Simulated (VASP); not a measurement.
# B2P3 (P-3m1) in VASP: a series of runs

The runs below take B2P3 through single point, relaxation of cell and atoms, with PBE.

Program: VASP 6.6.1. These are calculated values, not measurements. Logs are shortened: lines on timing, memory, paths and dates and some standing lists are left out, and cuts for length are marked.

### Step 1. The cell of the first run

It takes space group P-3m1 (No. 164, trigonal). Conventional cell: a = 3.237 Å, b = 3.237 Å, c = 14.011 Å, α = 90.00°, β = 90.00°, γ = 120.00°. Within 2.6 Å of B (site symmetry 3m) lie 4 P at 1.97 to 1.98 Å. Within 2.6 Å of B (site symmetry 3m) lie 4 P at 1.97 Å. Within 2.6 Å of P (site symmetry 3m) lie 1 B at 1.97 Å and 3 P at 2.20 Å. P (site symmetry 3m) has 4 B at 1.97 to 1.98 Å within 2.6 Å. Within 2.6 Å of P (site symmetry 3m) lie 3 B at 1.97 Å.

### Step 2. Single point, PBE

Input file INCAR:

```
SYSTEM = B2P3
PREC     = Accurate       ! precision mode
ENCUT    = 520            ! plane-wave cutoff, eV
EDIFF    = 1E-6           ! SCF threshold, eV
ISMEAR   = 0              ! smearing method
SIGMA    = 0.2            ! smearing width, eV
LREAL    = .FALSE.        ! projectors in reciprocal space
LASPH    = .TRUE.         ! aspherical terms in the spheres
NELM     = 100            ! most SCF steps
ALGO     = Normal         ! electronic algorithm
ISIF     = 2              ! what is computed and relaxed
LWAVE    = .FALSE.        ! write WAVECAR
LCHARG   = .TRUE.         ! write CHGCAR
GGA      = PE             ! functional
LELF     = .TRUE.         ! ELF
LVHAR    = .TRUE.       
NBANDS   = 32             ! bands
```

Input file KPOINTS:

```
regular mesh
0
G
  6 6 1
  0 0 0
```

Input file POSCAR:

```
B2P3
1.0
    3.2371024351      0.0000000000      0.0000000000
   -1.6185512175      2.8034129434      0.0000000000
    0.0000000000      0.0000000000     14.0111820109
B P
4 6
Direct
    0.3333333333      0.6666666667      0.1821025481
    0.0000000000      0.0000000000      0.3687751238
    0.6666666667      0.3333333333      0.8178974519
    0.0000000000      0.0000000000      0.6312248762
    0.3333333333      0.6666666667      0.0414979581
    0.0000000000      0.0000000000      0.2281879054
    0.6666666667      0.3333333333      0.4140033423
    0.6666666667      0.3333333333      0.9585020419
    0.0000000000      0.0000000000      0.7718120946
    0.3333333333      0.6666666667      0.5859966577
```

Potentials or basis: VASP PAW PBE potentials, release 64 (B, P).

Started as:

```
cat potpaw_PBE.64/B/POTCAR potpaw_PBE.64/P/POTCAR > POTCAR
mpirun -np 1 vasp_std > vasp.out
```

OUTCAR:

```text
SYSTEM = B2P3
   PREC = Accurate
   ENCUT = 520
   EDIFF = 1E-6
   ISMEAR = 0
   LREAL = .FALSE.
   LASPH = .TRUE.
   NELM = 100
   ISIF = 2
   GGA = PE

 ion  position               nearest neighbor table
   1  0.333  0.667  0.182-   5 1.97   6 1.98   6 1.98   6 1.98
   2  0.000  0.000  0.369-   6 1.97   7 1.97   7 1.97   7 1.97
   3  0.667  0.333  0.818-   8 1.97   9 1.98   9 1.98   9 1.98
   4  0.000  0.000  0.631-   9 1.97  10 1.97  10 1.97  10 1.97
   5  0.333  0.667  0.041-   1 1.97   8 2.20   8 2.20   8 2.20
   6  0.000  0.000  0.228-   2 1.97   1 1.98   1 1.98   1 1.98
   7  0.667  0.333  0.414-   2 1.97   2 1.97   2 1.97
   8  0.667  0.333  0.959-   3 1.97   5 2.20   5 2.20   5 2.20
   9  0.000  0.000  0.772-   4 1.97   3 1.98   3 1.98   3 1.98
  10  0.333  0.667  0.586-   4 1.97   4 1.97   4 1.97

  LATTYP: Found a hexagonal cell.
 ALAT       =     3.2371024351
 C/A-ratio  =     4.3283097436

  Lattice vectors:

 A1 = (   3.2371024351,   0.0000000000,   0.0000000000)
 A2 = (  -1.6185512175,   2.8034129434,   0.0000000000)
 A3 = (   0.0000000000,   0.0000000000,  14.0111820109)

Analysis of symmetry for initial positions (statically):
=====================================================================
 Subroutine PRICEL returns:
 Original cell was already a primitive cell.

 Routine SETGRP: Setting up the symmetry group for a
 hexagonal supercell.

 Subroutine GETGRP returns: Found 12 space group operations
 (whereof 12 operations were pure point group operations)
 out of a pool of 24 trial point group operations.

The static configuration has the point symmetry D_3d.

Analysis of symmetry for dynamics (positions and initial velocities):
=====================================================================
 Subroutine PRICEL returns:
 Original cell was already a primitive cell.

 Routine SETGRP: Setting up the symmetry group for a
 hexagonal supercell.

 Subroutine GETGRP returns: Found 12 space group operations
 (whereof 12 operations were pure point group operations)
 out of a pool of 24 trial point group operations.

The dynamic configuration has the point symmetry D_3d.

 Subroutine INISYM returns: Found 12 space group operations
 (whereof 12 operations are pure point group operations),
 and found     1 'primitive' translations

[... 98 lines left out ...]
   ISIF   =      2    stress and relaxation
   ISYM   =      2    0-nonsym 1-usesym 2-fastsym
   POTIM  = 0.5000    time-step for ionic-motion
   TEBEG  =    0.0;   TEEND  =   0.0 temperature during run
   PSTRESS=    0.0 pullay stress
   NELECT =      42.0000    total number of electrons
   NUPDOWN=      -1.0000    fix difference up-down
   EMIN   =  10.00;   EMAX   =-10.00  energy-range for DOS
   EFERMI =   0.00;   METHOD = LEGACY
   ISMEAR =     0;   SIGMA  =   0.20  broadening in eV -4-tet -1-fermi 0-gaus
   EFERMI_NEDOS =   21; number of points for ismear=-14 and -15
   IALGO  =     38    algorithm
   IMIX   =      4    mixing-type and parameters
     AMIX     =   0.40;   BMIX     =  1.00
     AMIX_MAG =   1.60;   BMIX_MAG =  1.00
  volume/ion in A,a.u.               =      12.72        85.81
  Fermi-wavevector in a.u.,A,eV,Ry     =   1.131667  2.138540 17.424563  1.280669
  Thomas-Fermi vector in A             =   2.268366
   LORBIT       =      0    0 simple, 1 ext, 2 COOP (PROOUT), +10 PAW based schemes
   GGA     = PE    functional components
   LHFCALC =     F    Hartree Fock is set to
   AEXX    =    0.0000 exact exchange contribution
   IVDW    =     0    specifies the selected vdW correction
   LEPSILON=     F    determine dielectric tensor
   LRPA    =     F    only Hartree local field effects (RPA)
 non-spin polarized calculation
 Gauss-broadening in eV      SIGMA  =   0.20
  energy-cutoff  :      520.00
  volume of cell :      127.15
 maximum number of plane-waves:      3450
   NGX = 13   NGY = 13   NGZ = 53

 number of electron      41.9999996 magnetization

 Free energy of the ion-electron system (eV)
  ---------------------------------------------------
  ext. energy  EPLUGINS =         0.00000000
  ---------------------------------------------------
  free energy    TOTEN  =       -59.70931059 eV

  energy without entropy =      -59.64970503  energy(sigma->0) =      -59.67950781

 E-fermi :   7.9105     XC(G=0): -10.8458

 val. band max:        7.8850801181   @ k =   0.3333   0.1667   0.0000
 cond. band min:       8.0686056387   @ k =   0.3333   0.0000   0.0000
 fundamental gap:      0.1835255206
 Fermi energy:         7.9105097838

 k-point     1 :       0.0000    0.0000    0.0000
  band No.  band energies     occupation
      1      -9.3691      2.00000
      2      -7.3086      2.00000
      3      -7.1184      2.00000
      4      -5.5912      2.00000
      5      -5.0113      2.00000
      6      -2.3838      2.00000
[... 234 lines left out ...]
     31      14.7226      0.00000
     32      14.7951      0.00000

------------------------ aborting loop because EDIFF is reached ----------------------------------------

  FORCE on cell =-STRESS in cart. coord.  units (eV):
  Direction    XX          YY          ZZ          XY          YZ          ZX
  --------------------------------------------------------------------------------------
  -------------------------------------------------------------------------------------
  Total       -0.2630989     -0.2630989     -0.0936199     -0.0000000      0.0000000     -0.0000000
  in kB       -3.3152118     -3.3152118     -1.1796697     -0.0000000      0.0000000     -0.0000000
  external PRESSURE =      -2.6033644 kB  Pullay stress =       0.0000000 kB

 VOLUME and BASIS-vectors are now :
 -----------------------------------------------------------------------------
  energy-cutoff  :      520.00
  volume of cell :      127.15
      direct lattice vectors                 reciprocal lattice vectors
     3.237102435  0.000000000  0.000000000     0.308918244  0.178354031  0.000000000
    -1.618551218  2.803412943  0.000000000     0.000000000  0.356708063  0.000000000
     0.000000000  0.000000000 14.011182011     0.000000000  0.000000000  0.071371566

 POSITION                                       TOTAL-FORCE (eV/Angst)
 -----------------------------------------------------------------------------------
     -0.00000      1.86894      2.55147        -0.000000      0.000000      0.044433
      0.00000      0.00000      5.16698        -0.000000     -0.000000     -0.018696
      1.61855      0.93447     11.45971         0.000000      0.000000     -0.044433
      0.00000      0.00000      8.84421         0.000000      0.000000      0.018696
     -0.00000      1.86894      0.58144        -0.000000     -0.000000     -0.026496
      0.00000      0.00000      3.19718         0.000000      0.000000     -0.003751
      1.61855      0.93447      5.80068        -0.000000      0.000000     -0.006417
      1.61855      0.93447     13.42975        -0.000000      0.000000      0.026496
      0.00000      0.00000     10.81400         0.000000     -0.000000      0.003751
     -0.00000      1.86894      8.21051         0.000000     -0.000000      0.006417
 -----------------------------------------------------------------------------------
    total drift:                               -0.000000     -0.000000     -0.000000

  FREE ENERGIE OF THE ION-ELECTRON SYSTEM (eV)
  ---------------------------------------------------
  free  energy   TOTEN  =       -59.7093105918 eV

  energy  without entropy=      -59.6497050263  energy(sigma->0) =      -59.67950781
```

stdout:

```text
POSCAR found type information on POSCAR B P
 POSCAR found :  2 types and      10 ions
 scaLAPACK will be used
 LDA part: xc-table for (Slater+PW92), standard interpolation
 POSCAR, INCAR and KPOINTS ok, starting setup
 FFT: planning ... GRIDC
 FFT: planning ... GRID_SOFT
 FFT: planning ... GRID
 WAVECAR not read
 entering main loop
```

Wall time 17 s (1 thread of Intel Xeon 6975P-C (Granite Rapids), shared host); peak memory 0.23 GiB.

What came out:

```
Free energy            : -59.7093 eV
Pressure               : -0.3 GPa
Largest force          : 0.044 eV/Å
Band gap on the k mesh : zero (band 21 reaches 8.92 eV, above the bottom of band 22 at 7.61 eV)
```

Forces on the atoms (eV/Å):
```
B    0.000  0.000  0.044
B    0.000  0.000 -0.019
B    0.000  0.000 -0.044
B    0.000  0.000  0.019
P    0.000  0.000 -0.026
P    0.000  0.000 -0.004
P    0.000  0.000 -0.006
P    0.000  0.000  0.026
P    0.000  0.000  0.004
P    0.000  0.000  0.006
```

Caveat: the k points lie up to 0.45 Å⁻¹ apart.

### Step 3. Relaxation of cell and atoms, PBE

This run uses another cell than the first one, of 14.00 Å³/atom, 1.101 times its volume.

Input file INCAR:

```
PREC     = Accurate       # precision mode
ENCUT    = 600            # plane-wave cutoff, eV
EDIFF    = 1E-6           # SCF threshold, eV
ISMEAR   = 0              # smearing method
SIGMA    = 0.2            # smearing width, eV
LREAL    = False          # projectors in reciprocal space
LASPH    = True           # aspherical terms in the spheres
NELM     = 100            # most SCF steps
ALGO     = Normal         # electronic algorithm
ISIF     = 3              # what is computed and relaxed
LWAVE    = False          # write WAVECAR
LCHARG   = False          # write CHGCAR
GGA      = PE             # functional
IBRION   = 2              # ionic algorithm
NSW      = 36             # ionic steps
EDIFFG   = -0.08          # ionic threshold
```

Input file KPOINTS:

```
regular mesh
0
Gamma
  6 6 1
```

Input file POSCAR:

```
B2P3
1.0
    3.2500000000      0.0000000000      0.0000000000
   -1.6250000000      2.8145825600      0.0000000000
    0.0000000000      0.0000000000     15.3000000000
B P
4 6
Direct
    0.3333333300      0.6666666700      0.1680000000
    0.0000000000      0.0000000000      0.3390000000
    0.6666666700      0.3333333300      0.8320000000
    0.0000000000      0.0000000000      0.6610000000
    0.3333333300      0.6666666700      0.0390000000
    0.0000000000      0.0000000000      0.2100000000
    0.6666666700      0.3333333300      0.3820000000
    0.6666666700      0.3333333300      0.9610000000
    0.0000000000      0.0000000000      0.7900000000
    0.3333333300      0.6666666700      0.6180000000
```

Potentials or basis: VASP PAW PBE potentials, release 64 (B, P).

Started as:

```
cat potpaw_PBE.64/B/POTCAR potpaw_PBE.64/P/POTCAR > POTCAR
mpirun -np 1 vasp_std > vasp.out
```

OUTCAR:

```text
PREC = Accurate
   ENCUT = 600
   EDIFF = 1E-6
   ISMEAR = 0
   LREAL = False
   LASPH = True
   NELM = 100
   ISIF = 3
   GGA = PE
   IBRION = 2
   NSW = 36
   EDIFFG = -0.08

 ion  position               nearest neighbor table
   1  0.333  0.667  0.168-   5 1.97   6 1.98   6 1.98   6 1.98
   2  0.000  0.000  0.339-   6 1.97   7 1.99   7 1.99   7 1.99
   3  0.667  0.333  0.832-   8 1.97   9 1.98   9 1.98   9 1.98
   4  0.000  0.000  0.661-   9 1.97  10 1.99  10 1.99  10 1.99
   5  0.333  0.667  0.039-   1 1.97   8 2.22   8 2.22   8 2.22
   6  0.000  0.000  0.210-   2 1.97   1 1.98   1 1.98   1 1.98
   7  0.667  0.333  0.382-   2 1.99   2 1.99   2 1.99
   8  0.667  0.333  0.961-   3 1.97   5 2.22   5 2.22   5 2.22
   9  0.000  0.000  0.790-   4 1.97   3 1.98   3 1.98   3 1.98
  10  0.333  0.667  0.618-   4 1.99   4 1.99   4 1.99

  LATTYP: Found a hexagonal cell.
 ALAT       =     3.2500000000
 C/A-ratio  =     4.7076923077

  Lattice vectors:

 A1 = (   3.2500000000,   0.0000000000,   0.0000000000)
 A2 = (  -1.6250000000,   2.8145825600,   0.0000000000)
 A3 = (   0.0000000000,   0.0000000000,  15.3000000000)

Analysis of symmetry for initial positions (statically):
=====================================================================
 Subroutine PRICEL returns:
 Original cell was already a primitive cell.
[... 173 lines left out ...]

  FORCE on cell =-STRESS in cart. coord.  units (eV):
  Direction    XX          YY          ZZ          XY          YZ          ZX
  --------------------------------------------------------------------------------------
  -------------------------------------------------------------------------------------
  Total       -0.6971302     -0.6971302     -4.7272543      0.0000000      0.0000000      0.0000000
  in kB       -7.9806033     -7.9806033    -54.1166321      0.0000000      0.0000000      0.0000000
  external PRESSURE =     -23.3592796 kB  Pullay stress =       0.0000000 kB
[... 113 lines left out ...]
  FREE ENERGIE OF THE ION-ELECTRON SYSTEM (eV)
  ---------------------------------------------------
  free  energy   TOTEN  =       -59.3487006984 eV

  energy  without entropy=      -59.2910573383  energy(sigma->0) =      -59.31987902

[... ionic steps 4 to 23 ...]

--------------------------------------- Ionic step       24  -------------------------------------------

 number of electron      41.9999999 magnetization

------------------------ aborting loop because EDIFF is reached ----------------------------------------
[... 83 lines left out ...]
--------------------------------------- Ionic step       26  -------------------------------------------

 number of electron      41.9999999 magnetization

 Free energy of the ion-electron system (eV)
  ---------------------------------------------------
  ext. energy  EPLUGINS =         0.00000000
  ---------------------------------------------------
  free energy    TOTEN  =       -59.71530399 eV

  energy without entropy =      -59.65609733  energy(sigma->0) =      -59.68570066

 E-fermi :   7.9157     XC(G=0): -10.8335

 val. band max:        7.9084325309   @ k =   0.3333   0.1667   0.0000
 cond. band min:       8.0432762255   @ k =   0.3333   0.0000   0.0000
 fundamental gap:      0.1348436946
 Fermi energy:         7.9156895937

 k-point     1 :       0.0000    0.0000    0.0000
  band No.  band energies     occupation
      1      -9.4670      2.00000
      2      -7.3485      2.00000
      3      -7.1293      2.00000
      4      -5.5466      2.00000
      5      -5.0433      2.00000
      6      -2.4035      2.00000
[... 236 lines left out ...]
  FREE ENERGIE OF THE ION-ELECTRON SYSTEM (eV)
  ---------------------------------------------------
  free  energy   TOTEN  =       -59.7153039859 eV

  energy  without entropy=      -59.6560973259  energy(sigma->0) =      -59.68570066

 reached required accuracy - stopping structural energy minimisation
```

OSZICAR:

```text
N       E                     dE             d eps       ncg     rms          rms(c)
DAV:   1     0.167059322236E+03    0.16706E+03   -0.20295E+04   378   0.153E+03
DAV:   2    -0.485368605976E+02   -0.21560E+03   -0.21030E+03   474   0.233E+02
DAV:   3    -0.629121498273E+02   -0.14375E+02   -0.13963E+02   513   0.571E+01
[... 261 lines left out ...]
DAV:   3    -0.597153624437E+02    0.71511E-04   -0.16661E-03   515   0.181E-01    0.683E-02
DAV:   4    -0.597153191012E+02    0.43342E-04   -0.39042E-04   521   0.863E-02    0.385E-02
DAV:   5    -0.597153060104E+02    0.13091E-04   -0.62737E-05   470   0.389E-02    0.144E-02
DAV:   6    -0.597153042410E+02    0.17694E-05   -0.87069E-06   413   0.144E-02    0.645E-03
DAV:   7    -0.597153039859E+02    0.25507E-06   -0.39016E-07   225   0.346E-03
  26 F= -.59715304E+02 E0= -.59685701E+02  d E =-.337844E-02
```

CONTCAR:

```text
B2P3
   1.00000000000000
     3.2403608968449120   -0.0000000000000001    0.0000000000000000
    -1.6201804484224560    2.8062348518258977   -0.0000000000000000
    -0.0000000000000000    0.0000000000000000   14.0077249546276192
  B               P
     4     6
Direct
     0.3333333300000021    0.6666666699999979    0.1812471446825701
     0.0000000000000000    0.0000000000000000    0.3673894415244880
     0.6666666699999979    0.3333333300000021    0.8187528553174298
     0.0000000000000000    0.0000000000000000    0.6326105584755120
     0.3333333300000021    0.6666666699999979    0.0408770124510398
     1.0000000000000000    0.0000000000000000    0.2269550455535361
     0.6666666699999979    0.3333333300000021    0.4122207933788822
     0.6666666699999979    0.3333333300000021    0.9591229875489602
     0.0000000000000000    0.0000000000000000    0.7730449544464639
     0.3333333300000021    0.6666666699999979    0.5877792066211178

  0.00000000E+00  0.00000000E+00  0.00000000E+00
  0.00000000E+00  0.00000000E+00  0.00000000E+00
  0.00000000E+00  0.00000000E+00  0.00000000E+00
  0.00000000E+00  0.00000000E+00  0.00000000E+00
  0.00000000E+00  0.00000000E+00  0.00000000E+00
  0.00000000E+00  0.00000000E+00  0.00000000E+00
  0.00000000E+00  0.00000000E+00  0.00000000E+00
  0.00000000E+00  0.00000000E+00  0.00000000E+00
  0.00000000E+00  0.00000000E+00  0.00000000E+00
  0.00000000E+00  0.00000000E+00  0.00000000E+00
```

It took 6.2 min on 1 thread of Intel Xeon 6975P-C (Granite Rapids), shared host; peak memory 0.3 GiB.

What came out:

* Free energy: -59.7153 eV
* Relaxed volume: 12.74 Å³/atom
* Relaxed cell: a = 3.240 Å, b = 3.240 Å, c = 14.008 Å, α = 90.00°, β = 90.00°, γ = 120.00°
* Space group after relaxing (to 0.05 Å): P-3m1 (No. 164)
* Energy gained by relaxing: 46.8 meV/atom
* Ionic steps: 26
* Pressure after relaxing: 0.0 GPa
* Largest force after relaxing: 0.065 eV/Å
* Band gap on the k mesh: zero (band 21 reaches 8.89 eV, above the bottom of band 22 at 7.63 eV)

Forces in eV/Å, atoms in the order of the input:
```
B    0.000  0.000  0.000
B    0.000  0.000  0.014
B    0.000  0.000  0.000
B    0.000  0.000 -0.014
P    0.000  0.000  0.034
P    0.000  0.000  0.032
P    0.000  0.000  0.065
P    0.000  0.000 -0.034
P    0.000  0.000 -0.032
P    0.000  0.000 -0.065
```

Stress tensor (GPa, compression positive):
```
-0.20  0.00  0.00
 0.00 -0.20  0.00
 0.00  0.00  0.29
```

Step by step:
| step | energy change (eV) | largest force (eV/Å) | pressure (GPa) | volume (Å³) |
| --- | --- | --- | --- | --- |
| 1 | 0.0000 | 0.6483 | -2.34 | 139.96 |
| 2 | -0.1010 | 0.2467 | 1.45 | 135.85 |
| 3 | -0.1012 | 0.2636 | 1.59 | 135.70 |
| 4 | -0.1400 | 0.3383 | -0.03 | 137.00 |
| 5 | -0.1414 | 0.3534 | -0.37 | 137.29 |
| 6 | -0.1543 | 0.2552 | -0.36 | 136.95 |
| 7 | -0.1567 | 0.3672 | -0.33 | 136.73 |
| 8 | -0.1652 | 0.2600 | -0.26 | 136.33 |
| 9 | -0.1758 | 0.2993 | 0.03 | 135.16 |
| 10 | -0.1867 | 0.3097 | 0.14 | 134.67 |
| 11 | -0.2155 | 0.4363 | 0.50 | 133.19 |
| 12 | -0.2531 | 0.7072 | 1.36 | 130.26 |
| 13 | -0.1993 | 1.2746 | 3.85 | 124.51 |
| 14 | -0.2573 | 0.8089 | 1.84 | 129.14 |
| 15 | -0.2643 | 0.8050 | 1.78 | 129.03 |
| 16 | -0.2845 | 0.7942 | 1.59 | 128.72 |
| 17 | -0.3206 | 0.7732 | 1.22 | 128.08 |
| 18 | -0.3640 | 0.7258 | 0.68 | 126.82 |
| 19 | -0.3650 | 0.7093 | 0.58 | 126.43 |
| 20 | -0.3887 | 0.6059 | 0.34 | 126.64 |
| 21 | -0.4326 | 0.3480 | -0.29 | 127.28 |
| 22 | -0.4007 | 0.8796 | -1.30 | 128.56 |
| 23 | -0.4389 | 0.5218 | -0.64 | 127.67 |
| 24 | -0.4570 | 0.3671 | -0.21 | 127.42 |
| 25 | -0.4644 | 0.1901 | 0.31 | 127.14 |
| 26 | -0.4678 | 0.0648 | -0.04 | 127.38 |

Final structure:
```xyz
10
Lattice="3.2404 0.0000 0.0000 -1.6202 2.8062 0.0000 0.0000 0.0000 14.0077" Properties=species:S:1:pos:R:3 pbc="T T T"
B     0.0000    1.8708    2.5389
B     0.0000    0.0000    5.1463
B     1.6202    0.9354   11.4689
B     0.0000    0.0000    8.8614
P     0.0000    1.8708    0.5726
P     3.2404    0.0000    3.1791
P     1.6202    0.9354    5.7743
P     1.6202    0.9354   13.4351
P     0.0000    0.0000   10.8286
P     0.0000    1.8708    8.2334
```

Caveat: the k points lie up to 0.45 Å⁻¹ apart in the final cell; this functional lacks dispersion, which binds the layers, so the pressure and a relaxed spacing across them are unreliable; the relaxation stopped at a loose force limit of 0.08 eV/Å, so its end isn't a converged minimum.
